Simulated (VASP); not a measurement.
# GaN (F-43m) in VASP: further runs

The runs below take GaN through single point, relaxation of cell and atoms, with r2SCAN+rVV10, SVWN5, PBE.

Program: VASP 6.6.1. These are calculated values, not measurements. Logs are shortened: lines on timing, memory, paths and dates and some standing lists are left out, and cuts for length are marked.

### Step 1. The cell of the first run

It takes space group F-43m (No. 216, cubic). The conventional cell has a = 4.595 Å, b = 4.595 Å, c = 4.595 Å, α = 90.00°, β = 90.00°, γ = 90.00°. Ga (site symmetry -43m) has 4 N at 1.99 Å within 2.6 Å. N (site symmetry -43m) has 4 Ga at 1.99 Å within 2.6 Å.

### Step 2. Single point, r2SCAN+rVV10

Input file POSCAR:

```
GaN
1.0
    0.0000000000      2.2976981147      2.2976981147
    2.2976981147      0.0000000000      2.2976981147
    2.2976981147      2.2976981147      0.0000000000
Ga N
1 1
Direct
    0.0000000000      0.0000000000      0.0000000000
    0.2500000000      0.2500000000      0.2500000000
```

Input file INCAR.step1:

```
PREC = Accurate
ENCUT = 520
ISMEAR = -1
SIGMA = 0.05
LREAL = F
LASPH = T
NELM = 80
NBANDS = 16
GGA = PE
ALGO = Normal
EDIFF = 1E-4
LWAVE = T
LCHARG = F
```

Input file INCAR.step2:

```
PREC = Accurate
ENCUT = 520
EDIFF = 1E-7
ISMEAR = -1
SIGMA = 0.05
LREAL = F
LASPH = T
NELM = 80
ALGO = Normal
ISIF = 2
LWAVE = F
LCHARG = F
METAGGA = R2SCAN
LMIXTAU = T
LUSE_VDW = T
IVDW_NL = 2
BPARAM = 11.95
CPARAM = 0.0093
NBANDS = 16
ISTART = 1
```

Input file KPOINTS:

```
Automatic mesh
0
Gamma
  10 10 10
```

Potentials or basis: VASP PAW PBE potentials, release 64 (Ga_d, N).

The run is started by

```sh
> cat potpaw_PBE.64/Ga_d/POTCAR potpaw_PBE.64/N/POTCAR > POTCAR
> cp INCAR.step1 INCAR
> mpirun -np 1 vasp_std > vasp.out
> cp INCAR.step2 INCAR
> mpirun -np 1 vasp_std > vasp.out
```

OUTCAR:

```text
PREC = Accurate
   ENCUT = 520
   EDIFF = 1E-7
   ISMEAR = -1
   LREAL = F
   LASPH = T
   NELM = 80
   ISIF = 2
   METAGGA = R2SCAN
   IVDW_NL = 2
   BPARAM = 11.95
   ISTART = 1

 ion  position               nearest neighbor table
   1  0.000  0.000  0.000-   2 1.99   2 1.99   2 1.99   2 1.99
   2  0.250  0.250  0.250-   1 1.99   1 1.99   1 1.99   1 1.99

  LATTYP: Found a face centered cubic cell.
 ALAT       =     4.5953962294

  Lattice vectors:

 A1 = (   0.0000000000,   2.2976981147,   2.2976981147)
 A2 = (   2.2976981147,   0.0000000000,   2.2976981147)
 A3 = (   2.2976981147,   2.2976981147,   0.0000000000)

Analysis of symmetry for initial positions (statically):
=====================================================================
 Subroutine PRICEL returns:
 Original cell was already a primitive cell.

 Routine SETGRP: Setting up the symmetry group for a
 face centered cubic supercell.

 Subroutine GETGRP returns: Found 24 space group operations
 (whereof 24 operations were pure point group operations)
 out of a pool of 48 trial point group operations.

The static configuration has the point symmetry T_d .

Analysis of symmetry for dynamics (positions and initial velocities):
=====================================================================
 Subroutine PRICEL returns:
 Original cell was already a primitive cell.

 Routine SETGRP: Setting up the symmetry group for a
 face centered cubic supercell.

 Subroutine GETGRP returns: Found 24 space group operations
 (whereof 24 operations were pure point group operations)
 out of a pool of 48 trial point group operations.

The dynamic configuration has the point symmetry T_d .

 Subroutine INISYM returns: Found 24 space group operations
 (whereof 24 operations are pure point group operations),
 and found     1 'primitive' translations

----------------------------------------------------------------------------------------

                                     Primitive cell

  volume of cell :      24.2610

  direct lattice vectors                    reciprocal lattice vectors
     0.000000000  2.297698115  2.297698115    -0.217609092  0.217609092  0.217609092
     2.297698115  0.000000000  2.297698115     0.217609092 -0.217609092  0.217609092
     2.297698115  2.297698115  0.000000000     0.217609092  0.217609092 -0.217609092

  length of vectors
     3.249435836  3.249435836  3.249435836     0.376910003  0.376910003  0.376910003

  position of ions in fractional coordinates (direct lattice)
     0.000000000  0.000000000  0.000000000
     0.250000000  0.250000000  0.250000000

  ion indices of the primitive-cell ions
   primitive index   ion index
                 1           1
                 2           2

----------------------------------------------------------------------------------------

 KPOINTS: Automatic mesh

Automatic generation of k-mesh.
 Grid dimensions read from file:
 generate k-points for:   10   10   10

 Generating k-lattice:

  Cartesian coordinates                     Fractional coordinates (reciprocal lattice)
    -0.021760909  0.021760909  0.021760909     0.100000000  0.000000000  0.000000000
     0.021760909 -0.021760909  0.021760909     0.000000000  0.100000000  0.000000000
     0.021760909  0.021760909 -0.021760909     0.000000000  0.000000000  0.100000000

  Length of vectors
     0.037691000  0.037691000  0.037691000

  Shift w.r.t. Gamma in fractional coordinates (k-lattice)
     0.000000000  0.000000000  0.000000000

 Subroutine IBZKPT returns following result:
 ===========================================

 Found     47 irreducible k-points:

 Following reciprocal coordinates:
            Coordinates               Weight
  0.000000  0.000000  0.000000      1.000000
  0.100000  0.000000  0.000000      8.000000
  0.200000  0.000000  0.000000      8.000000
  0.300000  0.000000  0.000000      8.000000
  0.400000  0.000000  0.000000      8.000000
  0.500000  0.000000  0.000000      4.000000
[... 16 lines left out ...]
  0.300000  0.300000  0.000000      6.000000
  0.400000  0.300000  0.000000     24.000000
 [... further k-points ...]
   k-points           NKPTS =     47   k-points in BZ     NKDIM =     47   number of bands    NBANDS=     16
   number of dos      NEDOS =    301   number of ions     NIONS =      2
   total plane-waves  NPLWV =  13824
   dimension x,y,z NGX =    24 NGY =   24 NGZ =   24
   dimension x,y,z NGXF=    48 NGYF=   48 NGZF=   48
   ions per type =               1   1
   NGX,Y,Z   is equivalent  to a cutoff of  12.28, 12.28, 12.28 a.u.
   NGXF,Y,Z  is equivalent  to a cutoff of  24.56, 24.56, 24.56 a.u.
 SYSTEM =  unknown system
   PREC   = accura    normal or accurate (medium, high low for compatibility)
   ISTART =      1    job   : 0-new  1-cont  2-samecut
   ICHARG =      0    charge: 1-file 2-atom 10-const
   ISPIN  =      1    spin polarized calculation?
   LNONCOLLINEAR =      F non collinear calculations
   LSORBIT =      F    spin-orbit coupling
   LASPH  =      T    aspherical Exc in radial PAW
   ENCUT  =  520.0 eV  38.22 Ry    6.18 a.u.   6.04  6.04  6.04*2*pi/ulx,y,z
   NELM   =     80;   NELMIN=  2; NELMDL=  0     # of ELM steps
   EDIFF  = 0.1E-06   stopping-criterion for ELM
   LREAL  =      F    real-space projection
   EDIFFG = 0.1E-05   stopping-criterion for IOM
   NSW    =      0    number of steps for IOM
   IBRION =     -1    ionic relax: 0-MD 1-quasi-New 2-CG
   NFREE  =      0    steps in history (QN), initial steepest desc. (CG)
   ISIF   =      2    stress and relaxation
   ISYM   =      2    0-nonsym 1-usesym 2-fastsym
   POTIM  = 0.5000    time-step for ionic-motion
   TEBEG  =    0.0;   TEEND  =   0.0 temperature during run
   PSTRESS=    0.0 pullay stress
   NELECT =      18.0000    total number of electrons
   NUPDOWN=      -1.0000    fix difference up-down
   EMIN   =  10.00;   EMAX   =-10.00  energy-range for DOS
   EFERMI =   0.00;   METHOD = LEGACY
   ISMEAR =    -1;   SIGMA  =   0.05  broadening in eV -4-tet -1-fermi 0-gaus
   EFERMI_NEDOS =   21; number of points for ismear=-14 and -15
   IALGO  =     38    algorithm
   IMIX   =      4    mixing-type and parameters
     AMIX     =   0.40;   BMIX     =  1.00
     AMIX_MAG =   1.60;   BMIX_MAG =  1.00
  volume/ion in A,a.u.               =      12.13        81.86
  Fermi-wavevector in a.u.,A,eV,Ry     =   1.482049  2.800667 29.884797  2.196471
  Thomas-Fermi vector in A             =   2.595884
   LORBIT       =      0    0 simple, 1 ext, 2 COOP (PROOUT), +10 PAW based schemes
   METAGGA = R2SCAN    functional components
   LHFCALC =     F    Hartree Fock is set to
   AEXX    =    0.0000 exact exchange contribution
   IVDW_NL    =     2    kernel type
   BPARAM     =11.9500
   IVDW    =     0    specifies the selected vdW correction
   LEPSILON=     F    determine dielectric tensor
   LRPA    =     F    only Hartree local field effects (RPA)
 non-spin polarized calculation
  energy-cutoff  :      520.00
  volume of cell :       24.26
 maximum number of plane-waves:       666
   NGX = 13   NGY = 13   NGZ = 13

 number of electron      17.9999986 magnetization

 Free energy of the ion-electron system (eV)
  ---------------------------------------------------
  ext. energy  EPLUGINS =         0.00000000
  ---------------------------------------------------
  free energy    TOTEN  =       -21.34524552 eV

  energy without entropy =      -21.34524551  energy(sigma->0) =      -21.34524551

 E-fermi :   5.2777     XC(G=0): -12.3492

 val. band max:        4.3891467129   @ k =   0.0000   0.0000   0.0000
 cond. band min:       6.0872313988   @ k =   0.0000   0.0000   0.0000
 fundamental gap:      1.6980846859
 Fermi energy:         5.2776974126

 k-point     1 :       0.0000    0.0000    0.0000
  band No.  band energies     occupation
      1     -11.8658      2.00000
      2      -9.3907      2.00000
      3      -9.3907      2.00000
      4      -9.3907      2.00000
      5      -9.0971      2.00000
      6      -9.0971      2.00000
[... 8 lines left out ...]
     15      23.5896      0.00000
     16      23.5896      0.00000

 k-point     2 :       0.1000    0.0000    0.0000
  band No.  band energies     occupation
      1     -11.7675      2.00000
      2      -9.3787      2.00000
      3      -9.3787      2.00000
      4      -9.3476      2.00000
      5      -9.0980      2.00000
      6      -9.0980      2.00000
[... 8 lines left out ...]
     15      22.2357      0.00000
     16      22.2357      0.00000

 k-point     3 :       0.2000    0.0000    0.0000
  band No.  band energies     occupation
      1     -11.5214      2.00000
      2      -9.3506      2.00000
      3      -9.3506      2.00000
      4      -9.1796      2.00000
      5      -9.0968      2.00000
      6      -9.0968      2.00000
[... 8 lines left out ...]
     15      21.4690      0.00000
     16      21.4690      0.00000

 k-point     4 :       0.3000    0.0000    0.0000
  band No.  band energies     occupation
      1     -11.2591      2.00000
      2      -9.3245      2.00000
      3      -9.3244      2.00000
      4      -9.0858      2.00000
      5      -9.0858      2.00000
      6      -8.8060      2.00000
[... 8 lines left out ...]
     15      21.9498      0.00000
     16      21.9499      0.00000
[... 324 lines left out ...]
 k-point    22 :      -0.2000    0.2000    0.0000
  band No.  band energies     occupation
      1     -11.1789      2.00000
      2      -9.3067      2.00000
      3      -9.2991      2.00000
      4      -9.1149      2.00000
      5      -9.1020      2.00000
      6      -8.6522      2.00000
[... 8 lines left out ...]
     15      22.0363      0.00000
     16      25.1424      0.00000

 k-point    23 :       0.3000    0.3000    0.0000
  band No.  band energies     occupation
      1     -11.1014      2.00000
      2      -9.2326      2.00000
      3      -9.2240      2.00000
      4      -9.2240      2.00000
      5      -9.0530      2.00000
      6      -8.6308      2.00000
[... 8 lines left out ...]
     15      26.6188      0.00000
     16      26.8601      0.00000

 k-point    24 :       0.4000    0.3000    0.0000
  band No.  band energies     occupation
      1     -10.9927      2.00000
      2      -9.2529      2.00000
      3      -9.1931      2.00000
      4      -9.1895      2.00000
      5      -9.0446      2.00000
      6      -8.2289      2.00000
[... 8 lines left out ...]
     15      26.7233      0.00000
     16      27.0338      0.00000

 [... further k-points ...]
[... 5 lines left out ...]
  --------------------------------------------------------------------------------------
  -------------------------------------------------------------------------------------
  Total       -1.7069038     -1.7069038     -1.7069038      0.0000000      0.0000000      0.0000000
  in kB     -112.7225315   -112.7225315   -112.7225315      0.0000000      0.0000000      0.0000000
  external PRESSURE =    -112.7225315 kB  Pullay stress =       0.0000000 kB

 VOLUME and BASIS-vectors are now :
 -----------------------------------------------------------------------------
  energy-cutoff  :      520.00
  volume of cell :       24.26
      direct lattice vectors                 reciprocal lattice vectors
     0.000000000  2.297698115  2.297698115    -0.217609092  0.217609092  0.217609092
     2.297698115  0.000000000  2.297698115     0.217609092 -0.217609092  0.217609092
     2.297698115  2.297698115  0.000000000     0.217609092  0.217609092 -0.217609092

 POSITION                                       TOTAL-FORCE (eV/Angst)
 -----------------------------------------------------------------------------------
      0.00000      0.00000      0.00000         0.000000     -0.000000      0.000000
      1.14885      1.14885      1.14885        -0.000000      0.000000     -0.000000
 -----------------------------------------------------------------------------------
    total drift:                                0.000015      0.000015      0.000015

  FREE ENERGIE OF THE ION-ELECTRON SYSTEM (eV)
  ---------------------------------------------------
  free  energy   TOTEN  =       -21.3452455150 eV

  energy  without entropy=      -21.3452455146  energy(sigma->0) =      -21.34524551
```

Wall time 49 s (1 thread of Intel Xeon 6975P-C (Granite Rapids), shared host); peak memory 0.22 GiB.

What came out:

```
Free energy            : -21.3452 eV
Pressure               : -11.3 GPa
Band gap on the k mesh : 1.70 eV
```

Caveat: the cell stands under tension; the PAW data sets were made with another functional, which shifts forces and pressure a little.

### Step 3. Relaxation of cell and atoms, SVWN5

This run uses another cell than the first one, of 11.44 Å³/atom.

Input file INCAR:

```
SYSTEM = GaN
ALGO = Normal
EDIFF = 1E-7
EDIFFG = -0.01
ENCUT = 600
GGA = VW
IBRION = 2
ISIF = 3
ISMEAR = -1
LASPH = .True.
LCHARG = .False.
LREAL = .False.
LWAVE = .False.
NELM = 60
NSW = 60
PREC = Accurate
SIGMA = 0.05
```

Input file KPOINTS:

```
k-points
0
Gamma
  10 10 10
  0 0 0
```

Input file POSCAR:

```
GaN
1.0
    0.0000000000      2.2535006075      2.2535006075
    2.2535006075      0.0000000000      2.2535006075
    2.2535006075      2.2535006075      0.0000000000
Ga N
1 1
Direct
    0.0000000000      0.0000000000      0.0000000000
    0.2500000000      0.2500000000      0.2500000000
```

Potentials or basis: VASP PAW PBE potentials, release 64 (Ga_d, N).

The run is started by

```sh
> cat potpaw_PBE.64/Ga_d/POTCAR potpaw_PBE.64/N/POTCAR > POTCAR
> mpirun -np 1 vasp_std > vasp.out
```

Run time: 24 s. Hardware: 1 thread of Intel Xeon 6975P-C (Granite Rapids), shared host; peak memory 0.16 GiB.

Results (log left out):

- Free energy: -13.9164 eV
- Relaxed volume: 11.05 Å³/atom
- Relaxed cell: a = 3.150 Å, b = 3.150 Å, c = 3.150 Å, α = 60.00°, β = 60.00°, γ = 60.00°
- Space group after relaxing (to 0.1 Å): F-43m (No. 216)
- Energy gained by relaxing: 8.5 meV/atom
- Ionic steps: 3
- Pressure after relaxing: 0.0 GPa
- Band gap on the k mesh: 1.96 eV

Step by step:
```csv
step,energy change (eV),largest force (eV/Å),pressure (GPa),volume (Å³)
1,0.0000,0.0000,-6.67,22.89
2,-0.0001,0.0000,7.53,21.35
3,-0.0171,0.0000,-0.05,22.10
```

Final structure:
```yaml
crystal:
  lattice:
    - [0.00000, 2.22723, 2.22723]
    - [2.22723, 0.00000, 2.22723]
    - [2.22723, 2.22723, 0.00000]
  atoms:
    - { symbol: Ga, position: [0.00000, 0.00000, 0.00000] }
    - { symbol: N, position: [0.25000, 0.25000, 0.25000] }
```

Levels at points of the mesh, in eV from the valence-band top:
```tsv
k point	band 7	band 8	band 9	band 10	band 11	band 12
(0.00, 0.00, 0.00)	0.00	0.00	0.00	1.96	10.34	10.34
(0.50, 0.00, 0.00)	-7.36	-1.03	-1.03	4.77	8.77	10.40
(0.50, 0.50, 0.00)	-6.36	-2.86	-2.86	3.27	6.68	11.75
```

Caveat: the PAW data sets were made with another functional, which shifts forces and pressure a little.

(Continued in part 2 of 2.)
